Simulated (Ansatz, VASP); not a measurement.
One calculation of Ni, two programs

File INCAR:

```
PREC = Accurate
ENCUT = 520
EDIFF = 1E-6
ISMEAR = -1
SIGMA = 0.05
LREAL = False
LASPH = True
NELM = 150
ALGO = Normal
ISIF = 2
LWAVE = False
LCHARG = False
ISPIN = 2
MAGMOM = 0.696 0.696 0.705 0.705
LORBIT = 11
LMAXMIX = 4
GGA = RE
NBANDS = 32
```

Contents of KPOINTS:

```
Automatic mesh
0
Gamma
  16 16 5
```

The input POSCAR:

```
Ni
1.0
    2.5706203365      0.0000000000      0.0000000000
   -1.2853101683      2.2262225149      0.0000000000
    0.0000000000      0.0000000000      8.4140710653
Ni
4
Direct
    1.0000000000      0.0000000000      1.0000000000
    0.0000000000      0.0000000000      0.5000000000
    0.3333333333      0.6666666667      0.2500000000
    0.6666666667      0.3333333333      0.7500000000
```

Input for Ansatz:

```yaml
crystal:
  lattice:
    - [2.5706203365, 0.0, 0.0]
    - [-1.2853101683, 2.2262225149, 0.0]
    - [0.0, 0.0, 8.4140710653]
  atoms:
    - { symbol: Ni, position: [1.0, 0.0, 1.0], spin: 0.696 }
    - { symbol: Ni, position: [0.0, 0.0, 0.5], spin: 0.696 }
    - { symbol: Ni, position: [0.3333333333, 0.6666666667, 0.25], spin: 0.705 }
    - { symbol: Ni, position: [0.6666666667, 0.3333333333, 0.75], spin: 0.705 }
hamiltonian:
  xc: revpbe
  pseudopotentials:
    kind: paw
    azcp:
      Ni: "pseudopotentials/Ni.paw.azcp"
basis:
  ecutwfc: 420
  fft_grid_basis: typed
kpoints:
  mp_grid: { grid: [16, 16, 5], shift: [0, 0, 0] }
magnetization:
  spin_polarized: true
scf:
  occupations: { method: fermi_dirac, width: 0.05 }
  lower_state_search: "off"
output:
  stress: true
  write_density: true
  write_potential: true
  elf: true
  volumetric_format: npy
```

Alike in both runs: task single point; functional revPBE; k mesh 16 × 16 × 5; occupations fermi-dirac, width 0.05 eV; collinear spin.

|  | VASP | Ansatz |
| --- | --- | --- |
| version | VASP 6.6.1 | Ansatz 0.2.0 |
| potentials or method | VASP PAW PBE potentials, release 64 (Ni), cutoff 520 eV | plane waves (420 eV) with PAW, scalar-relativistic |
| valence electrons in the cell | 40 | 72 |

Ansatz gave:

| Quantity | Value |
| --- | --- |
| pressure (GPa) | -11.7 |
| traceless stress, the component that is largest in VASP (GPa) | 0.02 |
| net moment per atom (μB) | 0.68 |
| size of the moment on the site where the two differ most (μB) | 0.72 |

Task: What did VASP give for the same quantities?

Result: Pressure (GPa): -11.4; traceless stress, the component that is largest in VASP (GPa): 0.06; net moment per atom (μB): 0.66; size of the moment on the site where the two differ most (μB): 0.68.

VASP's potentials were made for PBE, not for revPBE. Site moments also hang on the region over which each program counts them. The functional is the same, so the differences come from potentials, cutoffs and numerics. VASP's potentials hold 40 valence electrons a cell and Ansatz's 72, so a difference there can come from the potentials and not from the codes.
